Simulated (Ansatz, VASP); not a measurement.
# HfO2 in VASP and in Ansatz

POSCAR

```
HfO2
1.0
    3.5768243322      0.0000000000      0.0000000000
    0.0000000000      3.5768243322      0.0000000000
    0.0000000000      0.0000000000      5.9830750468
Hf O
2 4
Direct
    0.5000000000      0.5000000000      0.5000000000
    0.0000000000      0.0000000000      0.0000000000
    0.0000000000      0.5000000000      0.6961635346
    0.5000000000      0.0000000000      0.8038364654
    0.5000000000      0.0000000000      0.3038364654
    0.0000000000      0.5000000000      0.1961635346
```

The input INCAR.step1:

```
SYSTEM = HfO2
ALGO = Normal
EDIFF = 1E-4
ENCUT = 520
GGA = PE
ISMEAR = 0
LASPH = .TRUE.
LCHARG = .FALSE.
LREAL = .FALSE.
LWAVE = .TRUE.
NBANDS = 31
NELM = 80
PREC = Accurate
SIGMA = 0.05
```

INCAR.step2

```
SYSTEM = HfO2
ALGO = Normal
EDIFF = 1E-7
ENCUT = 520
ISIF = 2
ISMEAR = 0
ISTART = 1
LASPH = .TRUE.
LCHARG = .FALSE.
LMIXTAU = .TRUE.
LREAL = .FALSE.
LWAVE = .FALSE.
METAGGA = R2SCAN
NBANDS = 31
NELM = 80
PREC = Accurate
SIGMA = 0.05
```

Contents of KPOINTS:

```
k-points
0
G
  6 6 6
  0 0 0
```

Input for Ansatz:

```yaml
crystal:
  lattice:
    - [3.5768243322, 0.0, 0.0]
    - [0.0, 3.5768243322, 0.0]
    - [0.0, 0.0, 5.9830750468]
  atoms:
    - { symbol: Hf, position: [0.5, 0.5, 0.5] }
    - { symbol: Hf, position: [0.0, 0.0, 0.0] }
    - { symbol: O, position: [0.0, 0.5, 0.6961635346] }
    - { symbol: O, position: [0.5, 0.0, 0.8038364654] }
    - { symbol: O, position: [0.5, 0.0, 0.3038364654] }
    - { symbol: O, position: [0.0, 0.5, 0.1961635346] }
basis:
  ecutwfc: 500
kpoints:
  mp_grid: { grid: [6, 6, 6] }
hamiltonian:
  xc: r2scan
scf:
  occupations: { method: gaussian, width: 0.05 }
output:
  forces: true
  stress: true
  eigenvalues: true
```

Change from the starting cell: strain +0.1500 x Voigt [0, 0, 1, 0, 0, 0], atoms carried along.

Alike in both runs: task single point; functional r2SCAN; k mesh 6 × 6 × 6; occupations gaussian, width 0.05 eV; no spin polarisation.

```csv
,VASP,Ansatz
version,VASP 6.6.1,Ansatz 0.2.0
potentials or method,"VASP PAW PBE potentials, release 64 (Hf_pv, O), cutoff 520 eV","scalar-relativistic, plane waves, PAW"
valence electrons in the cell,44,76
```

```csv
,VASP,Ansatz,Ansatz less VASP
gap on the k mesh at the Fermi level (eV),4.23,4.27,+0.046
least direct gap on the mesh (eV),4.24,4.29,+0.045
pressure (GPa),-27.1,-24.6,+2.49
"traceless stress, the component that is largest in VASP (GPa)",-24.32,-24.13,+0.181
rms of the force components (eV/Å),0.826,0.787,-0.0398
```

VASP's potentials were made for PBE, not for r2SCAN. Atom by atom the forces differ by 0.040 eV/Å (rms over components). With one functional, cell and mesh, what is left measures potentials, basis and numerics. VASP's potentials hold 44 valence electrons a cell and Ansatz's 76, so a difference there can come from the potentials and not from the codes.

Spin-orbit coupling is off throughout.
